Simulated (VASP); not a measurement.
In3P: single point with PBE

The system is In3P.

```
CELL_PARAMETERS angstrom
3.04914 1.76042 4.42130
-3.04914 1.76042 4.42130
0.00000 -3.52084 4.42130
ATOMIC_POSITIONS crystal
In 0.00000 0.00000 0.50000
In 0.50000 0.00000 0.00000
In 0.00000 0.50000 0.00000
P 0.00000 0.00000 0.00000
```

The cell was generated, and may not be a known phase.

```
Program             : VASP 6.6.1
Task                : single point
Functional          : PBE
Potentials or basis : VASP PAW PBE potentials, release 64 (In_d, P)
Cutoff              : 520 eV
k mesh              : 6 × 6 × 6
Occupations         : gaussian, width 0.1 eV
Spin                : no spin polarisation
```

* Pressure: -0.1 GPa
* Band gap on the k mesh: zero (bands 22 and 23 overlap by 1.83 eV)

Stress tensor (GPa, compression positive):
```
-0.07  0.00  0.00
 0.00 -0.07  0.00
 0.00  0.00 -0.16
```

Levels at points of the mesh, in eV from the Fermi level:
```
           k point  band 20  band 21  band 22  band 23  band 24  band 25
(0.00, 0.00, 0.00)    -2.57    -2.31    -2.31    -0.67     0.73     0.73
(0.50, 0.00, 0.00)    -2.90    -2.34    -0.09     0.89     2.95     3.14
(0.50, 0.50, 0.00)    -2.74    -1.35     0.89     1.36     2.59     3.00
(0.50, 0.50, 0.50)    -2.22    -0.45    -0.45     0.84     1.64     1.64
```

Wall time 85 s on 1 thread of AMD EPYC 9R45 96-Core Processor (Zen 5), on a shared host, peak memory 0.29 GiB.

Caveat: spin-orbit coupling is left out, which moves the levels of the heavy elements.
